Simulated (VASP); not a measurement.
# MgSe in VASP: single point with PBEsol+D3(BJ)

Aim: the single point of MgSe with PBEsol+D3(BJ).

Program: VASP 6.6.1. These are calculated values, not measurements. Logs are shortened: lines on timing, memory, paths and dates and some standing lists are left out, and cuts for length are marked.

**1. The cell of the first run**

The cell holds a slab with vacuum, 4 atoms: a = 3.854 Å, b = 3.854 Å, c = 18.721 Å, α = 90.00°, β = 90.00°, γ = 60.00°.

**2. Single point, PBEsol+D3(BJ)**

INCAR

```
ALGO = Normal
DIPOL = 0.5 0.5 0.500
EDIFF = 1E-6
ENCUT = 520
GGA = PS
GGA_COMPAT = False
IDIPOL = 3
ISIF = 2
ISMEAR = -1
IVDW = 12
LASPH = True
LCHARG = False
LDIPOL = True
LREAL = False
LWAVE = False
NBANDS = 16
NELM = 120
NELMDL = -8
PREC = Accurate
SIGMA = 0.1
```

KPOINTS

```
k-points
0
Gamma
  4 4 1
```

POSCAR

```
MgSe
1.0
    3.8544390642      0.0000000000      0.0000000000
    1.9272195321      3.3380421470      0.0000000000
    0.0000000000      0.0000000000     18.7207044760
Mg Se
2 2
Direct
    0.0000000000      0.0000000000      0.3739175526
    0.3333333333      0.3333333333      0.5420274825
    0.6666666667      0.6666666667      0.4579725175
    1.0000000000      0.0000000000      0.6260824474
```

Potentials or basis: VASP PAW PBE potentials, release 64 (Mg, Se).

Started as:

```console
> cat potpaw_PBE.64/Mg/POTCAR potpaw_PBE.64/Se/POTCAR > POTCAR
> mpirun -np 1 vasp_std > vasp.out
```

OUTCAR:

```text
EDIFF = 1E-6
   ENCUT = 520
   GGA = PS
   ISIF = 2
   ISMEAR = -1
   IVDW = 12
   LASPH = True
   LREAL = False
   NELM = 120
   NELMDL = -8
   PREC = Accurate
 IVDW          = 12

 ion  position               nearest neighbor table
   1  0.000  0.000  0.374-   3 2.73   3 2.73   3 2.73
   2  0.333  0.333  0.542-   4 2.73   4 2.73   4 2.73   3 2.73   3 2.73   3 2.73
   3  0.667  0.667  0.458-   1 2.73   1 2.73   1 2.73   2 2.73   2 2.73   2 2.73
   4  0.000  0.000  0.626-   2 2.73   2 2.73   2 2.73

  LATTYP: Found a hexagonal cell.
 ALAT       =     3.8544390643
 C/A-ratio  =     4.8569205957

  Lattice vectors:

 A1 = (  -1.9272195321,  -3.3380421470,   0.0000000000)
 A2 = (   3.8544390642,   0.0000000000,   0.0000000000)
 A3 = (   0.0000000000,   0.0000000000,  18.7207044760)

Analysis of symmetry for initial positions (statically):
=====================================================================
 Subroutine PRICEL returns:
 Original cell was already a primitive cell.

 Routine SETGRP: Setting up the symmetry group for a
 hexagonal supercell.

 Subroutine GETGRP returns: Found  6 space group operations
 (whereof  6 operations were pure point group operations)
 out of a pool of 24 trial point group operations.

The static configuration has the point symmetry C_3v.

Analysis of symmetry for dynamics (positions and initial velocities):
=====================================================================
 Subroutine PRICEL returns:
 Original cell was already a primitive cell.

 Routine SETGRP: Setting up the symmetry group for a
 hexagonal supercell.

 Subroutine GETGRP returns: Found  6 space group operations
 (whereof  6 operations were pure point group operations)
 out of a pool of 24 trial point group operations.

The dynamic configuration has the point symmetry C_3v.

 Subroutine INISYM returns: Found  6 space group operations
 (whereof  6 operations are pure point group operations),
 and found     1 'primitive' translations

----------------------------------------------------------------------------------------

                                     Primitive cell

  volume of cell :     240.8658

  direct lattice vectors                    reciprocal lattice vectors
     3.854439064  0.000000000  0.000000000     0.259441123 -0.149788402  0.000000000
     1.927219532  3.338042147  0.000000000     0.000000000  0.299576805  0.000000000
     0.000000000  0.000000000 18.720704476     0.000000000  0.000000000  0.053416793

  length of vectors
     3.854439064  3.854439064 18.720704476     0.299576805  0.299576805  0.053416793

  position of ions in fractional coordinates (direct lattice)
     0.000000000  0.000000000  0.373917553
     0.333333333  0.333333333  0.542027483
     0.666666667  0.666666667  0.457972517
     0.000000000  0.000000000  0.626082447

  ion indices of the primitive-cell ions
   primitive index   ion index
                 1           1
                 2           2
                 3           3
                 4           4

----------------------------------------------------------------------------------------

 KPOINTS: k-points

Automatic generation of k-mesh.
 Grid dimensions read from file:
 generate k-points for:    4    4    1

 Generating k-lattice:

  Cartesian coordinates                     Fractional coordinates (reciprocal lattice)
     0.064860281 -0.037447101  0.000000000     0.250000000  0.000000000  0.000000000
     0.000000000  0.074894201  0.000000000     0.000000000  0.250000000  0.000000000
     0.000000000  0.000000000  0.053416793     0.000000000  0.000000000  1.000000000

  Length of vectors
     0.074894201  0.074894201  0.053416793

  Shift w.r.t. Gamma in fractional coordinates (k-lattice)
     0.000000000  0.000000000  0.000000000

 Subroutine IBZKPT returns following result:
 ===========================================

 Found      4 irreducible k-points:

 Following reciprocal coordinates:
            Coordinates               Weight
  0.000000  0.000000  0.000000      1.000000
  0.250000 -0.000000  0.000000      6.000000
  0.500000 -0.000000  0.000000      3.000000
  0.500000  0.250000  0.000000      6.000000
   k-points           NKPTS =      4   k-points in BZ     NKDIM =      4   number of bands    NBANDS=     16
   number of dos      NEDOS =    301   number of ions     NIONS =      4
   total plane-waves  NPLWV = 126000
   dimension x,y,z NGX =    30 NGY =   30 NGZ =  140
   dimension x,y,z NGXF=    60 NGYF=   60 NGZF=  280
   ions per type =               2   2
   NGX,Y,Z   is equivalent  to a cutoff of  12.94, 12.94, 12.43 a.u.
   NGXF,Y,Z  is equivalent  to a cutoff of  25.88, 25.88, 24.86 a.u.
 SYSTEM =  unknown system
   PREC   = accura    normal or accurate (medium, high low for compatibility)
   ISTART =      0    job   : 0-new  1-cont  2-samecut
   ICHARG =      2    charge: 1-file 2-atom 10-const
   ISPIN  =      1    spin polarized calculation?
   LNONCOLLINEAR =      F non collinear calculations
   LSORBIT =      F    spin-orbit coupling
   LASPH  =      T    aspherical Exc in radial PAW
   ENCUT  =  520.0 eV  38.22 Ry    6.18 a.u.   7.17  7.17 34.81*2*pi/ulx,y,z
   NELM   =    120;   NELMIN=  2; NELMDL= -8     # of ELM steps
   EDIFF  = 0.1E-05   stopping-criterion for ELM
   LREAL  =      F    real-space projection
   EDIFFG = 0.1E-04   stopping-criterion for IOM
   NSW    =      0    number of steps for IOM
   IBRION =     -1    ionic relax: 0-MD 1-quasi-New 2-CG
   NFREE  =      0    steps in history (QN), initial steepest desc. (CG)
   ISIF   =      2    stress and relaxation
   ISYM   =      2    0-nonsym 1-usesym 2-fastsym
   POTIM  = 0.5000    time-step for ionic-motion
   TEBEG  =    0.0;   TEEND  =   0.0 temperature during run
   PSTRESS=    0.0 pullay stress
   NELECT =      16.0000    total number of electrons
   NUPDOWN=      -1.0000    fix difference up-down
   EMIN   =  10.00;   EMAX   =-10.00  energy-range for DOS
   EFERMI =   0.00;   METHOD = LEGACY
   ISMEAR =    -1;   SIGMA  =   0.10  broadening in eV -4-tet -1-fermi 0-gaus
   EFERMI_NEDOS =   21; number of points for ismear=-14 and -15
   IALGO  =     38    algorithm
   IMIX   =      4    mixing-type and parameters
     AMIX     =   0.40;   BMIX     =  1.00
     AMIX_MAG =   1.60;   BMIX_MAG =  1.00
  volume/ion in A,a.u.               =      60.22       406.36
  Fermi-wavevector in a.u.,A,eV,Ry     =   0.663015  1.252916  5.980963  0.439588
  Thomas-Fermi vector in A             =   1.736263
   LORBIT       =      0    0 simple, 1 ext, 2 COOP (PROOUT), +10 PAW based schemes
   GGA     = PS    functional components
   LHFCALC =     F    Hartree Fock is set to
   AEXX    =    0.0000 exact exchange contribution
   IVDW    =    12    specifies the selected vdW correction
   LEPSILON=     F    determine dielectric tensor
   LRPA    =     F    only Hartree local field effects (RPA)
 non-spin polarized calculation
  energy-cutoff  :      520.00
  volume of cell :      240.87
 maximum number of plane-waves:      6512
 NGX is ok and might be reduce to    30
   NGX = 15   NGY = 15   NGZ = 69

 number of electron      15.9999999 magnetization

 dipolmoment           0.000000      0.000000      0.181019 electrons x Angstroem

 Free energy of the ion-electron system (eV)
  ---------------------------------------------------
  ext. energy  EPLUGINS =         0.00000000
  ---------------------------------------------------
  free energy    TOTEN  =       -13.11515140 eV

  energy without entropy =      -13.00334532  energy(sigma->0) =      -13.05924836

 E-fermi :  -2.0266     XC(G=0):  -4.2715

 val. band max:       -2.0302688807   @ k =   0.2500  -0.0000   0.0000
 cond. band min:      -1.6205133142   @ k =   0.0000   0.0000   0.0000
 fundamental gap:      0.4097555666
 Fermi energy:        -2.0266321713

 k-point     1 :       0.0000    0.0000    0.0000
  band No.  band energies     occupation
      1     -15.8076      2.00000
      2     -13.8481      2.00000
      3      -7.1162      2.00000
      4      -4.1107      2.00000
      5      -3.6225      2.00000
      6      -3.6225      2.00000
      7      -2.3545      1.92740
      8      -1.6205      0.03387
      9      -1.6205      0.03387
     10       0.3366      0.00000
     11       1.5659      0.00000
     12       2.6142      0.00000
     13       3.4660      0.00000
     14       3.5798      0.00000
     15       3.5798      0.00000
     16       4.2977      0.00000

 k-point     2 :       0.2500   -0.0000    0.0000
  band No.  band energies     occupation
      1     -15.4500      2.00000
      2     -13.5700      2.00000
      3      -6.5947      2.00000
      4      -6.0909      2.00000
      5      -4.1651      2.00000
      6      -3.6813      2.00000
      7      -3.1806      1.99998
      8      -2.0953      1.33061
      9      -2.0303      1.01818
     10       1.0237      0.00000
     11       1.6121      0.00000
     12       2.4980      0.00000
     13       3.5348      0.00000
     14       3.7906      0.00000
     15       4.0798      0.00000
     16       4.5522      0.00000

 k-point     3 :       0.5000   -0.0000    0.0000
  band No.  band energies     occupation
      1     -15.0153      2.00000
      2     -13.2556      2.00000
      3      -7.6108      2.00000
      4      -5.9531      2.00000
      5      -4.6120      2.00000
      6      -4.5916      2.00000
      7      -3.0921      1.99995
      8      -2.3845      1.94569
      9      -1.5402      0.01532
     10      -0.3495      0.00000
     11       0.7154      0.00000
     12       2.2787      0.00000
     13       3.4492      0.00000
     14       3.5390      0.00000
     15       3.9762      0.00000
     16       4.7919      0.00000

 k-point     4 :       0.5000    0.2500    0.0000
  band No.  band energies     occupation
      1     -15.0242      2.00000
      2     -13.2563      2.00000
      3      -7.0597      2.00000
      4      -5.9490      2.00000
      5      -5.7319      2.00000
      6      -4.2488      2.00000
      7      -3.3467      2.00000
      8      -2.8680      1.99956
      9      -1.4343      0.00534
     10       0.5813      0.00000
     11       1.2269      0.00000
     12       2.7763      0.00000
     13       3.0265      0.00000
     14       4.1108      0.00000
     15       4.1777      0.00000
     16       4.6702      0.00000

------------------------ aborting loop because EDIFF is reached ----------------------------------------

 vacuum level on the upper side and lower side of the slab       (xc-potential included)         1.228        -1.360

 Edisp (eV)   -0.78182

 E8    (eV) :    -0.5214

  FORCE on cell =-STRESS in cart. coord.  units (eV):
  Direction    XX          YY          ZZ          XY          YZ          ZX
  --------------------------------------------------------------------------------------
  -------------------------------------------------------------------------------------
  Total      -2.69025    -2.69025    -1.34232    -0.00000    -0.00000     0.00000
  in kB     -17.89482   -17.89482    -8.92874    -0.00000    -0.00000     0.00000
  external pressure =      -14.91 kB  Pullay stress =        0.00 kB

 VOLUME and BASIS-vectors are now :
 -----------------------------------------------------------------------------
  energy-cutoff  :      520.00
  volume of cell :      240.87
      direct lattice vectors                 reciprocal lattice vectors
     3.854439064  0.000000000  0.000000000     0.259441123 -0.149788402  0.000000000
     1.927219532  3.338042147  0.000000000     0.000000000  0.299576805  0.000000000
     0.000000000  0.000000000 18.720704476     0.000000000  0.000000000  0.053416793

 POSITION                                       TOTAL-FORCE (eV/Angst)
 -----------------------------------------------------------------------------------
      0.00000      0.00000      7.00000         0.000000      0.000000      0.697460
      1.92722      1.11268     10.14714         0.000000      0.000000      1.136795
      3.85444      2.22536      8.57357        -0.000000     -0.000000     -1.189206
      0.00000      0.00000     11.72070         0.000000      0.000000     -0.645049
 -----------------------------------------------------------------------------------
    total drift:                               -0.000000     -0.000000      0.000565

  FREE ENERGIE OF THE ION-ELECTRON SYSTEM (eV)
  ---------------------------------------------------
  free  energy   TOTEN  =       -13.8969748142 eV

  energy  without entropy=      -13.7851687399  energy(sigma->0) =      -13.84107178

 vacuum level on the upper side and lower side of the slab         4.436         1.737
```

It took 38 s on 1 thread of Intel Xeon Platinum 8375C at 2.90GHz (Ice Lake), shared host; peak memory 0.33 GiB.

Results:

```
Free energy                : -13.8970 eV
Largest force              : 1.189 eV/Å
Band gap on the k mesh     : zero (band 8 reaches -1.62 eV, above the bottom of band 9 at -2.03 eV)
Dispersion energy per atom : -0.195 eV
```

Forces on the atoms (eV/Å):
```
Mg   0.000  0.000  0.697
Mg   0.000  0.000  1.137
Se   0.000  0.000 -1.189
Se   0.000  0.000 -0.645
```

Caveat: the k points lie up to 0.47 Å⁻¹ apart; the PAW data sets were made with another functional, which shifts forces and pressure a little.
